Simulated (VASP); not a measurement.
# SiO2 (I-42d) in VASP: single point with r2SCAN

Aim: the single point of SiO2 with r2SCAN.

All numbers are computed with VASP 6.6.1; they aren't measurements. Logs are shortened: lines on timing, memory, paths and dates and some standing lists are left out, and cuts for length are marked.

## Step 1: The cell of the first run

Symmetry: I-42d, No. 122, tetragonal system. The conventional cell has a = 5.023 Å, b = 5.023 Å, c = 7.428 Å, α = 90.00°, β = 90.00°, γ = 90.00°. Si (site symmetry -4) has 4 O at 1.61 Å within 2.1 Å. O (site symmetry 2) has 2 Si at 1.61 Å within 2.1 Å.

## Step 2: Single point, r2SCAN (equal strain along all axes, cell held: +1.5 %, then relaxed in part)

POSCAR reads:

```
SiO2
1.0
    5.0230139240      0.0000000000      0.0000000000
    0.0000000000      5.0230139240      0.0000000000
    0.0000000000      0.0000000000      7.4276207998
Si O
4 8
Direct
    0.0000000000      0.0000000000      0.0000000000
    0.0000000000      0.5000000000      0.2500000000
    0.5000000000      0.5000000000      0.5000000000
    0.5000000000      0.0000000000      0.7500000000
    0.0808590994      0.2500000000      0.1250000000
    0.2500000000      0.5808590994      0.3750000000
    0.7500000000      0.4191409006      0.3750000000
    0.9191409006      0.7500000000      0.1250000000
    0.5808590994      0.7500000000      0.6250000000
    0.7500000000      0.0808590994      0.8750000000
    0.2500000000      0.9191409006      0.8750000000
    0.4191409006      0.2500000000      0.6250000000
```

INCAR.step1 reads:

```
PREC = Accurate
ENCUT = 520
ISMEAR = 0
SIGMA = 0.02
LREAL = False
LASPH = True
NELM = 80
NBANDS = 44
GGA = PE
ALGO = Normal
EDIFF = 1E-4
LWAVE = True
LCHARG = False
```

INCAR.step2 reads:

```
PREC = Accurate
ENCUT = 520
EDIFF = 1E-7
ISMEAR = 0
SIGMA = 0.02
LREAL = False
LASPH = True
NELM = 80
ALGO = Normal
ISIF = 2
LWAVE = False
LCHARG = False
METAGGA = R2SCAN
LMIXTAU = True
NBANDS = 44
ISTART = 1
```

KPOINTS reads:

```
regular mesh
0
Gamma
  6 6 4
```

Potentials or basis: VASP PAW PBE potentials, release 64 (Si, O).

On the command line:

```bash
$ cat potpaw_PBE.64/Si/POTCAR potpaw_PBE.64/O/POTCAR > POTCAR
$ cp INCAR.step1 INCAR
$ mpirun -np 1 vasp_std > vasp.out
$ cp INCAR.step2 INCAR
$ mpirun -np 1 vasp_std > vasp.out
```

OUTCAR:

```text
PREC = Accurate
   ENCUT = 520
   EDIFF = 1E-7
   ISMEAR = 0
   LREAL = False
   LASPH = True
   NELM = 80
   ISIF = 2
   METAGGA = R2SCAN
   ISTART = 1

 ion  position               nearest neighbor table
   1  0.000  0.000  0.000-   5 1.61   8 1.61  10 1.61  11 1.61   2 3.12   4 3.12   2 3.12   4 3.12

   2  0.000  0.500  0.250-   5 1.61   6 1.61   7 1.61   8 1.61   1 3.12   3 3.12   1 3.12   3 3.12

   3  0.500  0.500  0.500-   6 1.61   7 1.61   9 1.61  12 1.61   2 3.12   4 3.12   4 3.12   2 3.12

   4  0.500  0.000  0.750-   9 1.61  10 1.61  11 1.61  12 1.61   1 3.12   3 3.12   3 3.12   1 3.12

   5  0.081  0.250  0.125-   1 1.61   2 1.61
   6  0.250  0.581  0.375-   2 1.61   3 1.61
   7  0.750  0.419  0.375-   2 1.61   3 1.61
   8  0.919  0.750  0.125-   1 1.61   2 1.61
   9  0.581  0.750  0.625-   3 1.61   4 1.61
  10  0.750  0.081  0.875-   1 1.61   4 1.61
  11  0.250  0.919  0.875-   1 1.61   4 1.61
  12  0.419  0.250  0.625-   3 1.61   4 1.61

  LATTYP: Found a simple tetragonal cell.
 ALAT       =     5.0230139240
 C/A-ratio  =     1.4787179395

  Lattice vectors:

 A1 = (   5.0230139240,   0.0000000000,   0.0000000000)
 A2 = (   0.0000000000,   5.0230139240,   0.0000000000)
 A3 = (   0.0000000000,   0.0000000000,   7.4276207998)

Analysis of symmetry for initial positions (statically):
=====================================================================
 Subroutine PRICEL returns following result:

  LATTYP: Found a body centered tetragonal cell.
 ALAT       =     5.0230139240
 C/A-ratio  =     1.4787179395

  Lattice vectors:

 A1 = (   2.5115069620,  -2.5115069620,  -3.7138103999)
 A2 = (  -2.5115069620,   2.5115069620,  -3.7138103999)
 A3 = (   2.5115069620,   2.5115069620,   3.7138103999)

   2 primitive cells build up your supercell.

 Routine SETGRP: Setting up the symmetry group for a
 simple tetragonal supercell.

 Subroutine GETGRP returns: Found  8 space group operations
 (whereof  4 operations were pure point group operations)
 out of a pool of 16 trial point group operations.

The static configuration has the point symmetry S_4 .
 The point group associated with its full space group is D_2d.

Analysis of symmetry for dynamics (positions and initial velocities):
=====================================================================
 Subroutine PRICEL returns following result:

  LATTYP: Found a body centered tetragonal cell.
 ALAT       =     5.0230139240
 C/A-ratio  =     1.4787179395

  Lattice vectors:

 A1 = (   2.5115069620,  -2.5115069620,  -3.7138103999)
 A2 = (  -2.5115069620,   2.5115069620,  -3.7138103999)
 A3 = (   2.5115069620,   2.5115069620,   3.7138103999)

   2 primitive cells build up your supercell.

 Routine SETGRP: Setting up the symmetry group for a
 simple tetragonal supercell.

 Subroutine GETGRP returns: Found  8 space group operations
 (whereof  4 operations were pure point group operations)
 out of a pool of 16 trial point group operations.

The dynamic configuration has the point symmetry S_4 .
 The point group associated with its full space group is D_2d.

 Subroutine INISYM returns: Found  8 space group operations
 (whereof  4 operations are pure point group operations),
 and found     2 'primitive' translations

----------------------------------------------------------------------------------------

                                     Primitive cell

  volume of cell :      93.7019

  direct lattice vectors                    reciprocal lattice vectors
     2.511506962 -2.511506962 -3.713810400     0.199083661  0.000000000 -0.134632613
    -2.511506962  2.511506962 -3.713810400     0.000000000  0.199083661 -0.134632613
     2.511506962  2.511506962  3.713810400     0.199083661  0.199083661  0.000000000

  length of vectors
     5.138844435  5.138844435  5.138844435     0.240333611  0.240333611  0.281546813

  position of ions in fractional coordinates (direct lattice)
     0.000000000  0.000000000  0.000000000
     0.750000000  0.250000000  0.500000000
     0.955859099  0.125000000  0.330859099
     0.875000000  0.205859099  0.830859099
     0.375000000  0.044140901  0.169140901
     0.794140901  0.625000000  0.669140901

  ion indices of the primitive-cell ions
   primitive index   ion index
                 1           1
                 2           2
                 3           5
                 4          10
                 5          11
                 6           8

----------------------------------------------------------------------------------------

 KPOINTS: regular mesh

Automatic generation of k-mesh.
 Grid dimensions read from file:
 generate k-points for:    6    6    4

 Generating k-lattice:

  Cartesian coordinates                     Fractional coordinates (reciprocal lattice)
     0.033180610  0.000000000  0.000000000     0.166666667  0.000000000  0.000000000
     0.000000000  0.033180610  0.000000000     0.000000000  0.166666667  0.000000000
     0.000000000  0.000000000  0.033658153     0.000000000  0.000000000  0.250000000

  Length of vectors
     0.033180610  0.033180610  0.033658153

  Shift w.r.t. Gamma in fractional coordinates (k-lattice)
     0.000000000  0.000000000  0.000000000

 Subroutine IBZKPT returns following result:
 ===========================================

 Found     30 irreducible k-points:

 Following reciprocal coordinates:
            Coordinates               Weight
  0.000000  0.000000  0.000000      1.000000
  0.166667  0.000000  0.000000      4.000000
  0.333333  0.000000  0.000000      4.000000
  0.500000  0.000000  0.000000      2.000000
  0.166667  0.166667  0.000000      4.000000
  0.333333  0.166667  0.000000      8.000000
[... 16 lines left out ...]
  0.333333  0.000000  0.500000      4.000000
  0.500000  0.000000  0.500000      2.000000
 [... further k-points ...]
   k-points           NKPTS =     30   k-points in BZ     NKDIM =     30   number of bands    NBANDS=     44
   number of dos      NEDOS =    301   number of ions     NIONS =     12
   total plane-waves  NPLWV =  89600
   dimension x,y,z NGX =    40 NGY =   40 NGZ =   56
   dimension x,y,z NGXF=    80 NGYF=   80 NGZF=  112
   ions per type =               4   8
   NGX,Y,Z   is equivalent  to a cutoff of  13.24, 13.24, 12.53 a.u.
   NGXF,Y,Z  is equivalent  to a cutoff of  26.48, 26.48, 25.07 a.u.
 SYSTEM =  unknown system
   PREC   = accura    normal or accurate (medium, high low for compatibility)
   ISTART =      1    job   : 0-new  1-cont  2-samecut
   ICHARG =      0    charge: 1-file 2-atom 10-const
   ISPIN  =      1    spin polarized calculation?
   LNONCOLLINEAR =      F non collinear calculations
   LSORBIT =      F    spin-orbit coupling
   LASPH  =      T    aspherical Exc in radial PAW
   ENCUT  =  520.0 eV  38.22 Ry    6.18 a.u.   9.34  9.34 13.81*2*pi/ulx,y,z
   NELM   =     80;   NELMIN=  2; NELMDL=  0     # of ELM steps
   EDIFF  = 0.1E-06   stopping-criterion for ELM
   LREAL  =      F    real-space projection
   EDIFFG = 0.1E-05   stopping-criterion for IOM
   NSW    =      0    number of steps for IOM
   IBRION =     -1    ionic relax: 0-MD 1-quasi-New 2-CG
   NFREE  =      0    steps in history (QN), initial steepest desc. (CG)
   ISIF   =      2    stress and relaxation
   ISYM   =      2    0-nonsym 1-usesym 2-fastsym
   POTIM  = 0.5000    time-step for ionic-motion
   TEBEG  =    0.0;   TEEND  =   0.0 temperature during run
   PSTRESS=    0.0 pullay stress
   NELECT =      64.0000    total number of electrons
   NUPDOWN=      -1.0000    fix difference up-down
   EMIN   =  10.00;   EMAX   =-10.00  energy-range for DOS
   EFERMI =   0.00;   METHOD = LEGACY
   ISMEAR =     0;   SIGMA  =   0.02  broadening in eV -4-tet -1-fermi 0-gaus
   EFERMI_NEDOS =   21; number of points for ismear=-14 and -15
   IALGO  =     38    algorithm
   IMIX   =      4    mixing-type and parameters
     AMIX     =   0.40;   BMIX     =  1.00
     AMIX_MAG =   1.60;   BMIX_MAG =  1.00
  volume/ion in A,a.u.               =      15.62       105.39
  Fermi-wavevector in a.u.,A,eV,Ry     =   1.144306  2.162424 17.815946  1.309435
  Thomas-Fermi vector in A             =   2.280998
   LORBIT       =      0    0 simple, 1 ext, 2 COOP (PROOUT), +10 PAW based schemes
   METAGGA = R2SCAN    functional components
   LHFCALC =     F    Hartree Fock is set to
   AEXX    =    0.0000 exact exchange contribution
   IVDW    =     0    specifies the selected vdW correction
   LEPSILON=     F    determine dielectric tensor
   LRPA    =     F    only Hartree local field effects (RPA)
 non-spin polarized calculation
 Gauss-broadening in eV      SIGMA  =   0.02
  energy-cutoff  :      520.00
  volume of cell :      187.40
 maximum number of plane-waves:      5065
 NGX is ok and might be reduce to    40
   NGX = 19   NGY = 19   NGZ = 27

 number of electron      63.9999976 magnetization

 Free energy of the ion-electron system (eV)
  ---------------------------------------------------
  ext. energy  EPLUGINS =         0.00000000
  ---------------------------------------------------
  free energy    TOTEN  =      -119.16291597 eV

  energy without entropy =     -119.16291597  energy(sigma->0) =     -119.16291597

 E-fermi :  -0.9502     XC(G=0):  -8.3379

 val. band max:       -1.0484130460   @ k =   0.0000   0.0000   0.0000
 cond. band min:       5.3135968211   @ k =   0.0000   0.0000   0.0000
 fundamental gap:      6.3620098672
 Fermi energy:        -0.9502161832

 k-point     1 :       0.0000    0.0000    0.0000
  band No.  band energies     occupation
      1     -21.2846      2.00000
      2     -20.4057      2.00000
      3     -20.4057      2.00000
      4     -19.2884      2.00000
      5     -19.2884      2.00000
      6     -19.2626      2.00000
[... 36 lines left out ...]
     43      11.2225      0.00000
     44      11.7438      0.00000
[... 1040 lines left out ...]
      4     -19.8978      2.00000
      5     -19.2772      2.00000
      6     -19.2772      2.00000
[... 36 lines left out ...]
     43      11.4098      0.00000
     44      11.4102      0.00000

 [... further k-points ...]

------------------------ aborting loop because EDIFF is reached ----------------------------------------

  FORCE on cell =-STRESS in cart. coord.  units (eV):
  Direction    XX          YY          ZZ          XY          YZ          ZX
  --------------------------------------------------------------------------------------
  -------------------------------------------------------------------------------------
  Total       -0.9737946     -0.9737946     -2.0462590      0.0000000      0.0000000      0.0000000
  in kB       -8.3252915     -8.3252915    -17.4941440      0.0000000      0.0000000      0.0000000
  external PRESSURE =     -11.3815757 kB  Pullay stress =       0.0000000 kB

 VOLUME and BASIS-vectors are now :
 -----------------------------------------------------------------------------
  energy-cutoff  :      520.00
  volume of cell :      187.40
      direct lattice vectors                 reciprocal lattice vectors
     5.023013924  0.000000000  0.000000000     0.199083661  0.000000000  0.000000000
     0.000000000  5.023013924  0.000000000     0.000000000  0.199083661  0.000000000
     0.000000000  0.000000000  7.427620800     0.000000000  0.000000000  0.134632613

 POSITION                                       TOTAL-FORCE (eV/Angst)
 -----------------------------------------------------------------------------------
      0.00000      0.00000      0.00000        -0.000000     -0.000000     -0.000000
      0.00000      2.51151      1.85691        -0.000000     -0.000000     -0.000000
      2.51151      2.51151      3.71381        -0.000000     -0.000000     -0.000000
      2.51151      0.00000      5.57072        -0.000000     -0.000000     -0.000000
      0.40616      1.25575      0.92845        -0.004743     -0.000000      0.000000
      1.25575      2.91766      2.78536        -0.000000     -0.004743     -0.000000
      3.76726      2.10535      2.78536        -0.000000      0.004743      0.000000
      4.61686      3.76726      0.92845         0.004743     -0.000000     -0.000000
      2.91766      3.76726      4.64226        -0.004743     -0.000000      0.000000
      3.76726      0.40616      6.49917        -0.000000     -0.004743     -0.000000
      1.25575      4.61686      6.49917        -0.000000      0.004743      0.000000
      2.10535      1.25575      4.64226         0.004743     -0.000000     -0.000000
 -----------------------------------------------------------------------------------
    total drift:                                0.000000      0.000000      0.000000

  FREE ENERGIE OF THE ION-ELECTRON SYSTEM (eV)
  ---------------------------------------------------
  free  energy   TOTEN  =      -119.1629159718 eV

  energy  without entropy=     -119.1629159718  energy(sigma->0) =     -119.16291597
```

It took 28 min on 1 thread of Intel Xeon 8259CL, shared host; peak memory 0.39 GiB.

Results:

* Free energy: -119.1629 eV
* Pressure: -1.1 GPa
* Largest force: 0.005 eV/Å
* Band gap on the k mesh: 6.36 eV

Forces in eV/Å, atoms in the order of the input:
```
Si   0.000  0.000  0.000
Si   0.000  0.000  0.000
Si   0.000  0.000  0.000
Si   0.000  0.000  0.000
O   -0.005  0.000  0.000
O    0.000 -0.005  0.000
O    0.000  0.005  0.000
O    0.005  0.000  0.000
O   -0.005  0.000  0.000
O    0.000 -0.005  0.000
O    0.000  0.005  0.000
O    0.005  0.000  0.000
```

Caveat: the cell differs from its parent crystal (equal strain along all axes, cell held: +1.5 %, then relaxed in part); the PAW data sets were made with another functional, which shifts forces and pressure a little. A k mesh can miss the band edges.
